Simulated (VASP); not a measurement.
# SiC (a cell with a defect) in VASP: a series of runs

The runs below take SiC (a cell with a defect) through single point, with PBEsol.

Everything below comes from runs of VASP 6.6.1. Logs are shortened: lines on timing, memory, paths and dates and some standing lists are left out, and cuts for length are marked.

### Step 1. The cell of the first run

The cell holds a defect, 62 atoms: a = 8.714 Å, b = 8.714 Å, c = 8.714 Å, α = 90.00°, β = 90.00°, γ = 90.00°.

### Step 2. Single point, PBEsol, collinear spin

The input, INCAR:

```
  PREC = Accurate
  ENCUT = 520
  EDIFF = 1E-6
  ISMEAR = -1
  SIGMA = 0.05
  LREAL = Auto
  LASPH = T
  NELM = 150
  ALGO = Normal
  ISIF = 2
  LWAVE = F
  LCHARG = T
  ISPIN = 2
  MAGMOM = 0 0 0 0 0 0 0 0 0 0 0 0 0 0 0.333 0 0 0 0 0 0 0 0.333 0 0 0 0 0 0 0 0.333 0 0 0 0 0 0 0 0 0.333 0 0 0 0 0 0 0 0 0.333 0 0 0 0 0 0 0 0 0 0.333 0 0 0
  LORBIT = 11
  GGA = PS
  LELF = T
  LVHAR = T
  NBANDS = 165
  NELECT = 250.0
  ISYM = 0
```

The input, KPOINTS:

```
Automatic mesh
0
Gamma
  1 1 1
  0.25 0.25 0.25
```

The input, POSCAR:

```
SiC
1.0
    8.7137060000      0.0000000000      0.0000000000
    0.0000000000      8.7137060000      0.0000000000
    0.0000000000      0.0000000000      8.7137060000
Si C
31 31
Direct
    0.0010680000      0.0002800000      0.0007490000
    0.9999930000      0.9992300000      0.4996000000
    0.9999620000      0.4991500000      0.9996430000
    0.0024050000      0.4995760000      0.5000570000
    0.4999090000      0.9992290000      0.9996800000
    0.5004050000      0.0015840000      0.5000900000
    0.5003730000      0.4995980000      0.0020900000
    0.2515460000      0.2507800000      0.0000980000
    0.2552360000      0.2544340000      0.5038530000
    0.2512990000      0.7502560000      0.0011740000
    0.2541620000      0.7446390000      0.4955910000
    0.7510550000      0.2505480000      0.0011180000
    0.7453770000      0.2534660000      0.4956210000
    0.7498240000      0.7490460000      0.0016530000
    0.7513160000      0.7503910000      0.5003680000
    0.2515690000      0.9996400000      0.2512570000
    0.2512970000      0.0006890000      0.7507450000
    0.2551970000      0.5033530000      0.2548900000
    0.2542000000      0.4951480000      0.7450640000
    0.7510660000      0.0006950000      0.2509790000
    0.7497980000      0.0011830000      0.7494990000
    0.7453770000      0.4951490000      0.2538820000
    0.7510620000      0.5001160000      0.7507320000
    0.0004170000      0.2507910000      0.2512520000
    0.0014310000      0.2505390000      0.7507540000
    0.0014890000      0.7502820000      0.2509540000
    0.0019740000      0.7490210000      0.7494980000
    0.5041780000      0.2544070000      0.2548870000
    0.4959300000      0.2534590000      0.7450710000
    0.4959180000      0.7446020000      0.2538840000
    0.5007270000      0.7503490000      0.7509900000
    0.1260570000      0.1252740000      0.1257420000
    0.1237790000      0.1230000000      0.6239900000
    0.1237660000      0.6235040000      0.1234470000
    0.1260510000      0.6251760000      0.6256340000
    0.6243090000      0.1229950000      0.1234560000
    0.6259560000      0.1252740000      0.6256510000
    0.6259560000      0.6251860000      0.1257350000
    0.3759610000      0.3751670000      0.1255650000
    0.3689410000      0.3681690000      0.6333640000
    0.3771840000      0.8759850000      0.1240720000
    0.3773180000      0.8733400000      0.6239800000
    0.8767470000      0.3763950000      0.1240530000
    0.8741680000      0.3765360000      0.6239710000
    0.8756660000      0.8748920000      0.1254710000
    0.8744900000      0.8737160000      0.6263960000
    0.3759840000      0.1250740000      0.3756610000
    0.3771680000      0.1236030000      0.8764310000
    0.3688560000      0.6329430000      0.3685700000
    0.3772430000      0.6234770000      0.8739100000
    0.8767310000      0.1236070000      0.3768590000
    0.8756670000      0.1249870000      0.8753520000
    0.8742390000      0.6234750000      0.3769300000
    0.8744590000      0.6259370000      0.8741520000
    0.1258970000      0.3751580000      0.3756470000
    0.1243630000      0.3764010000      0.8764250000
    0.1243580000      0.8760050000      0.3768580000
    0.1258020000      0.8748730000      0.8753560000
    0.6336570000      0.3681620000      0.3686100000
    0.6243030000      0.3765330000      0.8738540000
    0.6243180000      0.8733530000      0.3769920000
    0.6266860000      0.8737210000      0.8741800000
```

Potentials or basis: VASP PAW PBE potentials, release 64 (Si, C).

Run with:

```sh
$ cat potpaw_PBE.64/Si/POTCAR potpaw_PBE.64/C/POTCAR > POTCAR
$ mpirun -np 1 vasp_std > vasp.out
```

OUTCAR:

```text
PREC = Accurate
   ENCUT = 520
   EDIFF = 1E-6
   ISMEAR = -1
   LREAL = Auto
   LASPH = T
   NELM = 150
   ISIF = 2
   ISPIN = 2
   LORBIT = 11
   GGA = PS
   NELECT = 250.0
   ISYM = 0

 ion  position               nearest neighbor table
   1  0.001  0.000  0.001-  32 1.89  52 1.89  45 1.89  58 1.89  26 3.08  20 3.08  17 3.08  25 3.08
                            10 3.08  12 3.08   8 3.09  16 3.09  24 3.09  14 3.10  27 3.10  21 3.10
   2  1.000  0.999  0.500-  57 1.86  51 1.86  33 1.87  46 1.90  15 3.07  20 3.07  26 3.07  24 3.08
                            16 3.08  21 3.08  27 3.08  17 3.10  25 3.10  11 3.13  13 3.14   9 3.15
   3  1.000  0.499  1.000-  56 1.86  43 1.86  34 1.87  54 1.90  25 3.07  12 3.07  23 3.07   8 3.08
                            24 3.08  27 3.08  14 3.08  26 3.10  10 3.10  19 3.14  22 3.14  18 3.15
   4  0.002  0.500  0.500-  55 1.87  35 1.89  53 1.89  44 1.89  19 3.06  11 3.06  24 3.07  18 3.07
                             9 3.07  27 3.07  25 3.08  26 3.08  15 3.09  23 3.09  13 3.10  22 3.10
   5  0.500  0.999  1.000-  41 1.86  48 1.86  36 1.87  62 1.90  17 3.07  31 3.07  10 3.07   8 3.08
                            16 3.08  21 3.08  14 3.08  20 3.10  12 3.10  30 3.14  29 3.14  28 3.14
   6  0.500  0.002  0.500-  47 1.87  37 1.89  42 1.89  61 1.89  13 3.06  29 3.06  16 3.07   9 3.07
                            28 3.07  21 3.07  17 3.08  20 3.08  15 3.09  31 3.09  11 3.10  30 3.10
   7  0.500  0.500  0.002-  39 1.87  38 1.89  50 1.89  60 1.89  22 3.06  30 3.06   8 3.07  18 3.07
                            28 3.07  14 3.07  10 3.08  12 3.08  31 3.09  23 3.09  29 3.10  19 3.10
   8  0.252  0.251  0.000-  39 1.88  48 1.89  56 1.89  32 1.89   7 3.07  17 3.08  25 3.08  19 3.08
                            29 3.08   5 3.08   3 3.08   1 3.09  24 3.09  16 3.09  18 3.13  28 3.13
   9  0.255  0.254  0.504-  40 1.80  55 1.90  47 1.90  33 1.93  29 2.97  19 2.97  18 3.07  28 3.07
[... 62 lines left out ...]
  49  0.369  0.633  0.369-  11 1.78  30 1.78  18 1.80
  50  0.377  0.623  0.874-  31 1.88   7 1.89  10 1.91  19 1.91
  51  0.877  0.124  0.377-   2 1.86  20 1.88  24 1.89  13 1.91
  52  0.876  0.125  0.875-   1 1.89  21 1.89  25 1.89  12 1.89
  53  0.874  0.623  0.377-  15 1.88   4 1.89  26 1.91  22 1.91
  54  0.874  0.626  0.874-  23 1.87  14 1.89  27 1.89   3 1.90
  55  0.126  0.375  0.376-   4 1.87  24 1.88  18 1.90   9 1.90
  56  0.124  0.376  0.876-   3 1.86  25 1.88   8 1.89  19 1.91
  57  0.124  0.876  0.377-   2 1.86  26 1.88  16 1.89  11 1.91
  58  0.126  0.875  0.875-   1 1.89  27 1.89  17 1.89  10 1.89
  59  0.634  0.368  0.369-  13 1.78  22 1.78  28 1.80
  60  0.624  0.377  0.874-  23 1.88   7 1.89  12 1.91  29 1.91
  61  0.624  0.873  0.377-  15 1.88   6 1.89  20 1.91  30 1.91
  62  0.627  0.874  0.874-  31 1.87  21 1.89  14 1.89   5 1.90

IMPORTANT INFORMATION: All symmetrisations will be switched off!
NOSYMM: (Re-)initialisation of all symmetry stuff for point group C_1.

----------------------------------------------------------------------------------------

                                     Primitive cell

  volume of cell :     661.6201

  direct lattice vectors                    reciprocal lattice vectors
     8.713706000  0.000000000  0.000000000     0.114761733  0.000000000  0.000000000
     0.000000000  8.713706000  0.000000000     0.000000000  0.114761733  0.000000000
     0.000000000  0.000000000  8.713706000     0.000000000  0.000000000  0.114761733

  length of vectors
     8.713706000  8.713706000  8.713706000     0.114761733  0.114761733  0.114761733

  position of ions in fractional coordinates (direct lattice)
     0.001068000  0.000280000  0.000749000
     0.999993000  0.999230000  0.499600000
     0.999962000  0.499150000  0.999643000
     0.002405000  0.499576000  0.500057000
     0.499909000  0.999229000  0.999680000
     0.500405000  0.001584000  0.500090000
[... 54 lines left out ...]
     0.624318000  0.873353000  0.376992000
     0.626686000  0.873721000  0.874180000

  ion indices of the primitive-cell ions
   primitive index   ion index
                 1           1
                 2           2
                 3           3
                 4           4
                 5           5
                 6           6
[... 54 lines left out ...]
                61          61
                62          62

----------------------------------------------------------------------------------------

 KPOINTS: Automatic mesh
[... 51 lines left out ...]
   IBRION =     -1    ionic relax: 0-MD 1-quasi-New 2-CG
   NFREE  =      0    steps in history (QN), initial steepest desc. (CG)
   ISIF   =      2    stress and relaxation
   ISYM   =      0    0-nonsym 1-usesym 2-fastsym
   POTIM  = 0.5000    time-step for ionic-motion
   TEBEG  =    0.0;   TEEND  =   0.0 temperature during run
   PSTRESS=    0.0 pullay stress
   NELECT =     250.0000    total number of electrons
   NUPDOWN=      -1.0000    fix difference up-down
   EMIN   =  10.00;   EMAX   =-10.00  energy-range for DOS
   EFERMI =   0.00;   METHOD = LEGACY
   ISMEAR =    -1;   SIGMA  =   0.05  broadening in eV -4-tet -1-fermi 0-gaus
   EFERMI_NEDOS =   21; number of points for ismear=-14 and -15
   IALGO  =     38    algorithm
   IMIX   =      4    mixing-type and parameters
     AMIX     =   0.40;   BMIX     =  1.00
     AMIX_MAG =   1.60;   BMIX_MAG =  1.00
  volume/ion in A,a.u.               =      10.67        72.01
  Fermi-wavevector in a.u.,A,eV,Ry     =   1.183546  2.236578 19.058795  1.400782
  Thomas-Fermi vector in A             =   2.319779
   LORBIT       =     11    0 simple, 1 ext, 2 COOP (PROOUT), +10 PAW based schemes
   GGA     = PS    functional components
   LHFCALC =     F    Hartree Fock is set to
   AEXX    =    0.0000 exact exchange contribution
   IVDW    =     0    specifies the selected vdW correction
   LEPSILON=     F    determine dielectric tensor
   LRPA    =     F    only Hartree local field effects (RPA)
 spin polarized calculation
  energy-cutoff  :      520.00
  volume of cell :      661.62
 maximum number of plane-waves:     17779
 NGX is ok and might be reduce to    70
   NGX = 33   NGY = 33   NGZ = 33

 number of electron     249.9999979 magnetization       0.0000410

 number of electron     249.9999979 magnetization      -0.0000874

 Free energy of the ion-electron system (eV)
  ---------------------------------------------------
  ext. energy  EPLUGINS =         0.00000000
  ---------------------------------------------------
  free energy    TOTEN  =      -468.08887521 eV

  energy without entropy =     -468.08362249  energy(sigma->0) =     -468.08624885

 E-fermi :   9.1711     XC(G=0): -11.3807

 val. band max:        8.9300478383   @ k =   0.2500   0.2500   0.2500
 cond. band min:       9.4277438964   @ k =  -0.2500  -0.2500   0.2500
 fundamental gap:      0.4976960581
 Fermi energy:         9.1710640236

 spin component 1

 k-point     1 :       0.2500    0.2500    0.2500
  band No.  band energies     occupation
      1      -7.4666      1.00000
      2      -6.7110      1.00000
      3      -6.7104      1.00000
      4      -6.5404      1.00000
      5      -5.9373      1.00000
      6      -5.9366      1.00000
[... 549 lines left out ...]
    136      11.9336      0.00000
    137      11.9558      0.00000
 Fermi energy:         9.1710640236

 spin component 2

 k-point     1 :       0.2500    0.2500    0.2500
  band No.  band energies     occupation
      1      -7.4666      1.00000
      2      -6.7110      1.00000
      3      -6.7104      1.00000
      4      -6.5404      1.00000
      5      -5.9373      1.00000
      6      -5.9366      1.00000
[... 549 lines left out ...]
    136      11.9336      0.00000
    137      11.9558      0.00000
 [bands above 137 left out]

------------------------ aborting loop because EDIFF is reached ----------------------------------------

  FORCE on cell =-STRESS in cart. coord.  units (eV):
  Direction    XX          YY          ZZ          XY          YZ          ZX
  --------------------------------------------------------------------------------------
  -------------------------------------------------------------------------------------
  Total       21.6367363     21.6227028     21.6479141     -0.3813908     -0.3942467     -0.4088006
  in kB       52.3954562     52.3614728     52.4225243     -0.9235749     -0.9547067     -0.9899503
  external PRESSURE =      52.3931511 kB  Pullay stress =       0.0000000 kB

 VOLUME and BASIS-vectors are now :
 -----------------------------------------------------------------------------
  energy-cutoff  :      520.00
  volume of cell :      661.62
      direct lattice vectors                 reciprocal lattice vectors
     8.713706000  0.000000000  0.000000000     0.114761733  0.000000000  0.000000000
     0.000000000  8.713706000  0.000000000     0.000000000  0.114761733  0.000000000
     0.000000000  0.000000000  8.713706000     0.000000000  0.000000000  0.114761733

 POSITION                                       TOTAL-FORCE (eV/Angst)
 -----------------------------------------------------------------------------------
      0.00931      0.00244      0.00653         0.012186      0.012164      0.011535
      8.71365      8.70700      4.35337         0.043398      0.050071      0.012756
      8.71337      4.34945      8.71060         0.045923      0.013035      0.048104
      0.02096      4.35316      4.35735        -0.089288      0.059917      0.058539
      4.35606      8.70699      8.71092         0.010697      0.047675      0.046421
      4.36038      0.01380      4.35764         0.057602     -0.091652      0.057353
[... 54 lines left out ...]
      5.44012      7.61014      3.28500         0.028341      0.016480     -0.100228
      5.46076      7.61335      7.61735         0.041796      0.009506      0.014596
 -----------------------------------------------------------------------------------
    total drift:                               -0.011809      0.031194      0.011706

  FREE ENERGIE OF THE ION-ELECTRON SYSTEM (eV)
  ---------------------------------------------------
  free  energy   TOTEN  =      -468.0888752123 eV

  energy  without entropy=     -468.0836224899  energy(sigma->0) =     -468.08624885

 total charge

# of ion       s       p       d       tot
------------------------------------------
    1        0.711   0.979   0.000   1.690
    2        0.715   0.995   0.000   1.710
    3        0.715   0.995   0.000   1.710
    4        0.712   0.985   0.000   1.697
    5        0.715   0.995   0.000   1.710
    6        0.712   0.985   0.000   1.697
[... 54 lines left out ...]
   61        0.837   1.681   0.000   2.518
   62        0.837   1.699   0.000   2.535
--------------------------------------------------
tot         48.094  82.790   0.000 130.884

 magnetization (x)

# of ion       s       p       d       tot
------------------------------------------
    1        0.000  -0.000   0.000  -0.000
    2        0.000   0.000   0.000   0.000
    3        0.000   0.000   0.000   0.000
    4       -0.000  -0.000   0.000  -0.000
    5        0.000   0.000   0.000   0.000
    6       -0.000  -0.000   0.000  -0.000
[... 54 lines left out ...]
   61        0.000   0.000   0.000   0.000
   62        0.000  -0.000   0.000   0.000
--------------------------------------------------
tot          0.000  -0.000   0.000   0.000
```

It took 33 min on 1 thread of Intel Xeon Platinum 8259CL at 2.50GHz (Skylake/Cascade Lake), shared host; peak memory 1.2 GiB.

What came out:

```yaml
Free_energy: -468.0889 eV
Largest_force: 0.396 eV/Å
Net_moment: 0.00 μB per cell
Valence_electrons_inside_the_program's_atomic_spheres: Si 1.69, 1.71, 1.70, 1.68, 1.64 (each value once); C 2.53, 2.52, 2.54, 2.55 (each value once)
```

Forces in eV/Å, atoms in the order of the input:
```
Si   0.012  0.012  0.012
Si   0.043  0.050  0.013
Si   0.046  0.013  0.048
Si  -0.089  0.060  0.059
Si   0.011  0.048  0.046
Si   0.058 -0.092  0.057
Si   0.059  0.057 -0.091
Si   0.018  0.015  0.025
Si  -0.093 -0.095 -0.194
Si   0.020 -0.105 -0.040
Si  -0.055  0.219  0.320
Si  -0.107  0.015 -0.038
Si   0.223 -0.066  0.316
Si   0.038  0.038  0.006
Si  -0.138 -0.132  0.092
Si   0.017  0.025  0.015
Si   0.023 -0.044 -0.110
Si  -0.090 -0.189 -0.092
Si  -0.062  0.317  0.223
Si  -0.109 -0.043  0.021
Si   0.041  0.008  0.039
Si   0.224  0.316 -0.062
Si  -0.129  0.087 -0.128
Si   0.025  0.012  0.014
Si  -0.037  0.017 -0.111
Si  -0.041 -0.110  0.021
Si   0.007  0.040  0.042
Si  -0.196 -0.090 -0.091
Si   0.319 -0.065  0.225
Si   0.319  0.224 -0.057
Si   0.088 -0.129 -0.143
C   -0.036 -0.030 -0.030
C    0.066  0.069  0.118
C    0.067  0.117  0.068
C    0.010 -0.089 -0.088
C    0.120  0.067  0.061
C   -0.091  0.018 -0.087
C   -0.092 -0.087  0.015
C   -0.051 -0.057  0.044
C    0.037  0.038 -0.228
C   -0.056 -0.091  0.055
C   -0.103  0.015  0.032
C   -0.087 -0.055  0.056
C    0.005 -0.103  0.030
C   -0.016 -0.022  0.000
C    0.014  0.009  0.039
C   -0.056  0.045 -0.058
C   -0.053  0.057 -0.087
C    0.041 -0.230  0.038
C   -0.098  0.033  0.006
C   -0.084  0.057 -0.053
C   -0.021  0.001 -0.023
C    0.007  0.034 -0.105
C    0.012  0.043  0.008
C    0.041 -0.054 -0.051
C    0.054 -0.056 -0.087
C    0.058 -0.091 -0.056
C   -0.003 -0.019 -0.019
C   -0.224  0.038  0.040
C    0.026 -0.097  0.009
C    0.028  0.016 -0.100
C    0.042  0.010  0.015
```

Caveat: the cell carries a net charge on a neutralising background, which shifts energy and pressure; the cell is charged against a uniform background, so pressure and absolute levels hang on convention; the PAW data sets were made with another functional, which shifts forces and pressure a little.

(Part 1 of 2 ends here.)
